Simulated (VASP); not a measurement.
# BN (Cm) in VASP: further runs

The runs below take BN through single point, with PBE.

Program: VASP 6.6.1. These are calculated values, not measurements. Logs are shortened: lines on timing, memory, paths and dates and some standing lists are left out, and cuts for length are marked.

### 1 The cell of the first run

Symmetry: Cm, No. 8, monoclinic system. Conventional cell: a = 4.424 Å, b = 2.554 Å, c = 4.227 Å, α = 90.00°, β = 90.00°, γ = 90.00°. B (site symmetry m) has 2 N at 1.22 to 1.42 Å within 1.6 Å. Within 2.1 Å of B (site symmetry m) lie 4 N at 1.57 to 1.58 Å and 1 B at 1.95 Å. N (site symmetry m) has 4 B at 1.22 to 1.57 Å within 1.6 Å. N (site symmetry m) has 2 B at 1.42 to 1.58 Å within 1.9 Å.

### 2 Single point, PBE (atom 1 (B) moved by (-0.450, -0.450) A along y and z)

Input file INCAR:

```
SYSTEM = BN
PREC = Accurate ; ENCUT = 520
EDIFF = 1E-6 ; ISMEAR = 0
SIGMA = 0.05 ; LREAL = .False.
LASPH = .True. ; NELM = 60
ALGO = Normal ; ISIF = 2
LWAVE = .False. ; LCHARG = .False.
GGA = PE ; NBANDS = 16
```

Input file KPOINTS:

```
regular mesh
0
Gamma
  12 12 6
  0 0 0
```

Input file POSCAR:

```
BN
1.0
    2.5539396017      0.0000000000      0.0000000000
   -1.2769698009      2.2117765748      0.0000000000
    0.0000000000      0.0000000000      4.2268550000
B N
2 2
Direct
    0.5649384892      0.1298769783      0.8932618668
    0.3333333333      0.6666666667      0.4997240000
    0.6666666667      0.3333333333      0.6252760000
    0.3333333333      0.6666666667      0.1252760000
```

Potentials or basis: VASP PAW PBE potentials, release 64 (B, N).

Launch:

```sh
> cat potpaw_PBE.64/B/POTCAR potpaw_PBE.64/N/POTCAR > POTCAR
> mpirun -np 1 vasp_std > vasp.out
```

OUTCAR:

```text
SYSTEM = BN
   PREC = Accurate
   ENCUT = 520
   EDIFF = 1E-6
   ISMEAR = 0
   LREAL = .False.
   LASPH = .True.
   NELM = 60
   ISIF = 2
   GGA = PE

 ion  position               nearest neighbor table
   1  0.565  0.130  0.893-   3 1.22   4 1.42   2 1.95
   2  0.333  0.667  0.500-   3 1.57   3 1.57   3 1.57   4 1.58   1 1.95
   3  0.667  0.333  0.625-   1 1.22   2 1.57   2 1.57   2 1.57
   4  0.333  0.667  0.125-   1 1.42   2 1.58

  LATTYP: Found a hexagonal cell.
 ALAT       =     2.5539396017
 C/A-ratio  =     1.6550332659

  Lattice vectors:

 A1 = (   2.5539396017,   0.0000000000,   0.0000000000)
 A2 = (  -1.2769698009,   2.2117765748,   0.0000000000)
 A3 = (   0.0000000000,   0.0000000000,   4.2268550000)

Analysis of symmetry for initial positions (statically):
=====================================================================
 Subroutine PRICEL returns:
 Original cell was already a primitive cell.

 Routine SETGRP: Setting up the symmetry group for a
 hexagonal supercell.

 Subroutine GETGRP returns: Found  2 space group operations
 (whereof  2 operations were pure point group operations)
 out of a pool of 24 trial point group operations.

The static configuration has the point symmetry C_1h.

Analysis of symmetry for dynamics (positions and initial velocities):
=====================================================================
 Subroutine PRICEL returns:
 Original cell was already a primitive cell.

 Routine SETGRP: Setting up the symmetry group for a
 hexagonal supercell.

 Subroutine GETGRP returns: Found  2 space group operations
 (whereof  2 operations were pure point group operations)
 out of a pool of 24 trial point group operations.

The dynamic configuration has the point symmetry C_1h.

 Subroutine INISYM returns: Found  2 space group operations
 (whereof  2 operations are pure point group operations),
 and found     1 'primitive' translations

----------------------------------------------------------------------------------------

                                     Primitive cell

  volume of cell :      23.8764

  direct lattice vectors                    reciprocal lattice vectors
     2.553939602  0.000000000  0.000000000     0.391551938  0.226062617  0.000000000
    -1.276969801  2.211776575  0.000000000     0.000000000  0.452125233  0.000000000
     0.000000000  0.000000000  4.226855000     0.000000000  0.000000000  0.236582518

  length of vectors
     2.553939602  2.553939602  4.226855000     0.452125233  0.452125233  0.236582518

  position of ions in fractional coordinates (direct lattice)
     0.564938489  0.129876978  0.893261867
     0.333333333  0.666666667  0.499724000
     0.666666667  0.333333333  0.625276000
     0.333333333  0.666666667  0.125276000

  ion indices of the primitive-cell ions
   primitive index   ion index
                 1           1
                 2           2
                 3           3
                 4           4

----------------------------------------------------------------------------------------

 KPOINTS: regular mesh

Automatic generation of k-mesh.
 Grid dimensions read from file:
 generate k-points for:   12   12    6

 Generating k-lattice:

  Cartesian coordinates                     Fractional coordinates (reciprocal lattice)
     0.032629328  0.018838551  0.000000000     0.083333333  0.000000000  0.000000000
     0.000000000  0.037677103  0.000000000     0.000000000  0.083333333  0.000000000
     0.000000000  0.000000000  0.039430420     0.000000000  0.000000000  0.166666667

  Length of vectors
     0.037677103  0.037677103  0.039430420

  Shift w.r.t. Gamma in fractional coordinates (k-lattice)
     0.000000000  0.000000000  0.000000000

 Subroutine IBZKPT returns following result:
 ===========================================

 Found    242 irreducible k-points:

 Following reciprocal coordinates:
            Coordinates               Weight
  0.000000  0.000000  0.000000      1.000000
  0.083333  0.000000  0.000000      4.000000
  0.000000  0.083333  0.000000      2.000000
  0.166667  0.000000  0.000000      4.000000
  0.000000  0.166667  0.000000      2.000000
  0.250000  0.000000  0.000000      4.000000
[... 16 lines left out ...]
 -0.083333  0.416667  0.000000      4.000000
 -0.416667  0.333333  0.000000      4.000000
 [... further k-points ...]
   k-points           NKPTS =    242   k-points in BZ     NKDIM =    242   number of bands    NBANDS=     16
   number of dos      NEDOS =    301   number of ions     NIONS =      4
   total plane-waves  NPLWV =  12800
   dimension x,y,z NGX =    20 NGY =   20 NGZ =   32
   dimension x,y,z NGXF=    40 NGYF=   40 NGZF=   64
   ions per type =               2   2
   NGX,Y,Z   is equivalent  to a cutoff of  13.02, 13.02, 12.59 a.u.
   NGXF,Y,Z  is equivalent  to a cutoff of  26.04, 26.04, 25.17 a.u.
 SYSTEM =  BN
   PREC   = accura    normal or accurate (medium, high low for compatibility)
   ISTART =      0    job   : 0-new  1-cont  2-samecut
   ICHARG =      2    charge: 1-file 2-atom 10-const
   ISPIN  =      1    spin polarized calculation?
   LNONCOLLINEAR =      F non collinear calculations
   LSORBIT =      F    spin-orbit coupling
   LASPH  =      T    aspherical Exc in radial PAW
   ENCUT  =  520.0 eV  38.22 Ry    6.18 a.u.   4.75  4.75  7.86*2*pi/ulx,y,z
   NELM   =     60;   NELMIN=  2; NELMDL= -5     # of ELM steps
   EDIFF  = 0.1E-05   stopping-criterion for ELM
   LREAL  =      F    real-space projection
   EDIFFG = 0.1E-04   stopping-criterion for IOM
   NSW    =      0    number of steps for IOM
   IBRION =     -1    ionic relax: 0-MD 1-quasi-New 2-CG
   NFREE  =      0    steps in history (QN), initial steepest desc. (CG)
   ISIF   =      2    stress and relaxation
   ISYM   =      2    0-nonsym 1-usesym 2-fastsym
   POTIM  = 0.5000    time-step for ionic-motion
   TEBEG  =    0.0;   TEEND  =   0.0 temperature during run
   PSTRESS=    0.0 pullay stress
   NELECT =      16.0000    total number of electrons
   NUPDOWN=      -1.0000    fix difference up-down
   EMIN   =  10.00;   EMAX   =-10.00  energy-range for DOS
   EFERMI =   0.00;   METHOD = LEGACY
   ISMEAR =     0;   SIGMA  =   0.05  broadening in eV -4-tet -1-fermi 0-gaus
   EFERMI_NEDOS =   21; number of points for ismear=-14 and -15
   IALGO  =     38    algorithm
   IMIX   =      4    mixing-type and parameters
     AMIX     =   0.40;   BMIX     =  1.00
     AMIX_MAG =   1.60;   BMIX_MAG =  1.00
  volume/ion in A,a.u.               =       5.97        40.28
  Fermi-wavevector in a.u.,A,eV,Ry     =   1.432600  2.707222 27.923836  2.052344
  Thomas-Fermi vector in A             =   2.552210
   LORBIT       =      0    0 simple, 1 ext, 2 COOP (PROOUT), +10 PAW based schemes
   GGA     = PE    functional components
   LHFCALC =     F    Hartree Fock is set to
   AEXX    =    0.0000 exact exchange contribution
   IVDW    =     0    specifies the selected vdW correction
   LEPSILON=     F    determine dielectric tensor
   LRPA    =     F    only Hartree local field effects (RPA)
 non-spin polarized calculation
 Gauss-broadening in eV      SIGMA  =   0.05
  energy-cutoff  :      520.00
  volume of cell :       23.88
 maximum number of plane-waves:       660
   NGX =  9   NGY =  9   NGZ = 15

 number of electron      16.0000000 magnetization

 Free energy of the ion-electron system (eV)
  ---------------------------------------------------
  ext. energy  EPLUGINS =         0.00000000
  ---------------------------------------------------
  free energy    TOTEN  =       -29.39272731 eV

  energy without entropy =      -29.39244625  energy(sigma->0) =      -29.39258678

 E-fermi :  10.2779     XC(G=0): -12.7576

 val. band max:       10.2536321531   @ k =   0.0000  -0.0833   0.3333
 cond. band min:      10.2925477862   @ k =   0.4167   0.3333   0.0000
 fundamental gap:      0.0389156332
 Fermi energy:        10.2778860754

 k-point     1 :       0.0000    0.0000    0.0000
  band No.  band energies     occupation
      1     -14.6154      2.00000
      2      -8.1024      2.00000
      3      -4.0285      2.00000
      4       3.0559      2.00000
      5       3.6911      2.00000
      6       4.1475      2.00000
[... 8 lines left out ...]
     15      22.2301      0.00000
     16      25.0448      0.00000

 k-point     2 :       0.0833    0.0000    0.0000
  band No.  band energies     occupation
      1     -14.4757      2.00000
      2      -7.9863      2.00000
      3      -3.8954      2.00000
      4       2.5555      2.00000
      5       3.2673      2.00000
      6       4.1103      2.00000
[... 8 lines left out ...]
     15      22.3391      0.00000
     16      24.9396      0.00000

 k-point     3 :       0.0000    0.0833    0.0000
  band No.  band energies     occupation
      1     -14.4756      2.00000
      2      -7.9814      2.00000
      3      -3.8987      2.00000
      4       2.3442      2.00000
      5       3.4217      2.00000
      6       4.1397      2.00000
[... 8 lines left out ...]
     15      21.6414      0.00000
     16      24.6656      0.00000

 k-point     4 :       0.1667    0.0000    0.0000
  band No.  band energies     occupation
      1     -14.0643      2.00000
      2      -7.6556      2.00000
      3      -3.5076      2.00000
      4       1.0715      2.00000
      5       2.6239      2.00000
      6       3.8672      2.00000
[... 8 lines left out ...]
     15      22.5386      0.00000
     16      24.6947      0.00000
[... 324 lines left out ...]
 k-point    22 :       0.3333    0.0833    0.0000
  band No.  band energies     occupation
      1     -12.0718      2.00000
      2      -6.5427      2.00000
      3      -3.2831      2.00000
      4      -1.2814      2.00000
      5       0.6864      2.00000
      6       2.5402      2.00000
[... 8 lines left out ...]
     15      22.9693      0.00000
     16      25.7934      0.00000

 k-point    23 :      -0.0833    0.4167    0.0000
  band No.  band energies     occupation
      1     -12.0443      2.00000
      2      -6.6363      2.00000
      3      -3.0076      2.00000
      4      -1.5822      2.00000
      5       0.6684      2.00000
      6       2.0503      2.00000
[... 8 lines left out ...]
     15      22.5637      0.00000
     16      24.5216      0.00000

 k-point    24 :      -0.4167    0.3333    0.0000
  band No.  band energies     occupation
      1     -12.0772      2.00000
      2      -6.5576      2.00000
      3      -3.1784      2.00000
      4      -1.3359      2.00000
      5       0.7239      2.00000
      6       2.4277      2.00000
[... 8 lines left out ...]
     15      23.5471      0.00000
     16      25.0881      0.00000

 [... further k-points ...]

------------------------ aborting loop because EDIFF is reached ----------------------------------------

  FORCE on cell =-STRESS in cart. coord.  units (eV):
  Direction    XX          YY          ZZ          XY          YZ          ZX
  --------------------------------------------------------------------------------------
  -------------------------------------------------------------------------------------
  Total        5.7548436      6.8929377     10.4045887     -0.0000000     -3.1816590      0.0000000
  in kB      386.1667546    462.5361806    698.1781852     -0.0000000   -213.4985769      0.0000000
  external PRESSURE =     515.6270402 kB  Pullay stress =       0.0000000 kB

 VOLUME and BASIS-vectors are now :
 -----------------------------------------------------------------------------
  energy-cutoff  :      520.00
  volume of cell :       23.88
      direct lattice vectors                 reciprocal lattice vectors
     2.553939602  0.000000000  0.000000000     0.391551938  0.226062617  0.000000000
    -1.276969801  2.211776575  0.000000000     0.000000000  0.452125233  0.000000000
     0.000000000  0.000000000  4.226855000     0.000000000  0.000000000  0.236582518

 POSITION                                       TOTAL-FORCE (eV/Angst)
 -----------------------------------------------------------------------------------
      1.27697      0.28726      3.77569         0.000000     -0.275735     21.176954
     -0.00000      1.47452      2.11226         0.000000     -0.472945     -6.311709
      1.27697      0.73726      2.64295        -0.000000      2.596728    -13.114526
     -0.00000      1.47452      0.52952         0.000000     -1.848048     -1.750719
 -----------------------------------------------------------------------------------
    total drift:                                0.000000      0.000004     -0.000029

  FREE ENERGIE OF THE ION-ELECTRON SYSTEM (eV)
  ---------------------------------------------------
  free  energy   TOTEN  =       -29.3927273128 eV

  energy  without entropy=      -29.3924462517  energy(sigma->0) =      -29.39258678
```

Wall time 36 s (1 thread of Intel Xeon 6975P-C (Granite Rapids), shared host); peak memory 0.19 GiB.

Results:

- Free energy: -29.3927 eV
- Pressure: 51.6 GPa
- Largest force: 21.179 eV/Å
- Band gap on the k mesh: zero (bands 8 and 9 overlap by 0.23 eV)

Forces on the atoms (eV/Å):
```
B     0.000  -0.276  21.177
B     0.000  -0.473  -6.312
N     0.000   2.597 -13.115
N     0.000  -1.848  -1.751
```

Stress tensor (GPa, compression positive):
```
 38.62   0.00   0.00
  0.00  46.25 -21.35
  0.00 -21.35  69.82
```

Levels at points of the mesh, in eV from the Fermi level:
```
           k point  band 6  band 7  band 8  band 9  band 10  band 11
(0.00, 0.00, 0.00)   -6.13   -0.65   -0.18    2.74     4.07     5.47
(0.50, 0.00, 0.00)   -8.54   -7.73   -1.81    0.13     2.82     6.18
(0.00, 0.50, 0.00)   -9.05   -7.93   -1.70    3.10     4.54     4.69
(0.00, 0.00, 0.50)   -6.55   -1.43    0.10    1.81     3.25     5.52
(0.50, 0.00, 0.50)   -8.06   -5.57   -2.23    0.57     2.40     4.55
(0.00, 0.50, 0.50)   -7.93   -5.73   -2.78    0.79     3.53     6.65
```

Caveat: the cell differs from its parent crystal (atom 1 (B) moved by (-0.450, -0.450) A along y and z); the stress differs along the axes, from 39 to 70 GPa; semilocal functionals underestimate gaps, and a narrow one can read as zero; forces of over 1 eV/Å act on the atoms, so gaps and moduli don't describe the material at rest.

### 3 Single point, PBE (atom 1 (B) moved by (-0.450, +0.000) A along y and z)

Input file INCAR:

```
SYSTEM = BN
PREC = Accurate
ENCUT = 520
EDIFF = 1E-6
ISMEAR = 0
SIGMA = 0.05
LREAL = .FALSE.
LASPH = .TRUE.
NELM = 100
ALGO = Normal
ISIF = 2
LWAVE = .FALSE.
LCHARG = .FALSE.
GGA = PE
NBANDS = 16
```

Input file KPOINTS:

```
regular mesh
0
G
  12 12 6
  0 0 0
```

Changes to POSCAR since step 2:

```diff
@@ -8,3 +8,3 @@
 Direct
-    0.5649384892      0.1298769783      0.8932618668
+    0.5649384892      0.1298769783      0.9997240000
     0.3333333333      0.6666666667      0.4997240000
```

Potentials or basis: VASP PAW PBE potentials, release 64 (B, N).

Launch:

```sh
> cat potpaw_PBE.64/B/POTCAR potpaw_PBE.64/N/POTCAR > POTCAR
> mpirun -np 1 vasp_std > vasp.out
```

OUTCAR:

```text
SYSTEM = BN
   PREC = Accurate
   ENCUT = 520
   EDIFF = 1E-6
   ISMEAR = 0
   LREAL = .FALSE.
   LASPH = .TRUE.
   NELM = 100
   ISIF = 2
   GGA = PE

 ion  position               nearest neighbor table
   1  0.565  0.130  1.000-   4 1.15   3 1.65   4 1.82   4 1.82
   2  0.333  0.667  0.500-   3 1.57   3 1.57   3 1.57   4 1.58
   3  0.667  0.333  0.625-   2 1.57   2 1.57   2 1.57   1 1.65
   4  0.333  0.667  0.125-   1 1.15   2 1.58   1 1.82   1 1.82

  LATTYP: Found a hexagonal cell.
 ALAT       =     2.5539396017
 C/A-ratio  =     1.6550332659
[... 653 lines left out ...]
  Direction    XX          YY          ZZ          XY          YZ          ZX
  --------------------------------------------------------------------------------------
  -------------------------------------------------------------------------------------
  Total        2.3340848     15.5691723      4.2994566     -0.0000000     -6.2398975      0.0000000
  in kB      156.6238843   1044.7367738    288.5060474     -0.0000000   -418.7152847      0.0000000
  external PRESSURE =     496.6222352 kB  Pullay stress =       0.0000000 kB

 VOLUME and BASIS-vectors are now :
 -----------------------------------------------------------------------------
  energy-cutoff  :      520.00
  volume of cell :       23.88
      direct lattice vectors                 reciprocal lattice vectors
     2.553939602  0.000000000  0.000000000     0.391551938  0.226062617  0.000000000
    -1.276969801  2.211776575  0.000000000     0.000000000  0.452125233  0.000000000
     0.000000000  0.000000000  4.226855000     0.000000000  0.000000000  0.236582518

 POSITION                                       TOTAL-FORCE (eV/Angst)
 -----------------------------------------------------------------------------------
      1.27697      0.28726      4.22569        -0.000000     21.048065     -9.201523
     -0.00000      1.47452      2.11226         0.000000     -0.210870     -0.055599
      1.27697      0.73726      2.64295         0.000000     -1.951466      0.070364
     -0.00000      1.47452      0.52952         0.000000    -18.885729      9.186758
 -----------------------------------------------------------------------------------
    total drift:                               -0.000001      0.000042     -0.000117

  FREE ENERGIE OF THE ION-ELECTRON SYSTEM (eV)
  ---------------------------------------------------
  free  energy   TOTEN  =       -31.0778046219 eV

  energy  without entropy=      -31.0778046219  energy(sigma->0) =      -31.07780462
```

Run time: 31 s. Hardware: 1 thread of Intel Xeon 6975P-C (Granite Rapids), shared host; peak memory 0.19 GiB.

Results:

| Item | Value |
| --- | --- |
| Free energy | -31.0778 eV |
| Pressure | 49.7 GPa |
| Largest force | 22.971 eV/Å |
| Band gap on the k mesh | 3.02 eV (least direct gap 5.21 eV) |

Forces in eV/Å, atoms in the order of the input:
```
B     0.000  21.048  -9.202
B     0.000  -0.211  -0.056
N     0.000  -1.951   0.070
N     0.000 -18.886   9.187
```

Stress tensor (GPa, compression positive):
```
 15.66   0.00   0.00
  0.00 104.47 -41.87
  0.00 -41.87  28.85
```

Caveat: the cell differs from its parent crystal (atom 1 (B) moved by (-0.450, +0.000) A along y and z); the stress differs along the axes, from 16 to 104 GPa; forces of over 1 eV/Å act on the atoms, so gaps and moduli don't describe the material at rest.

[end of part 1 of 2]

The gap in the log of VASP goes by the Fermi energy; the results here count the filled bands.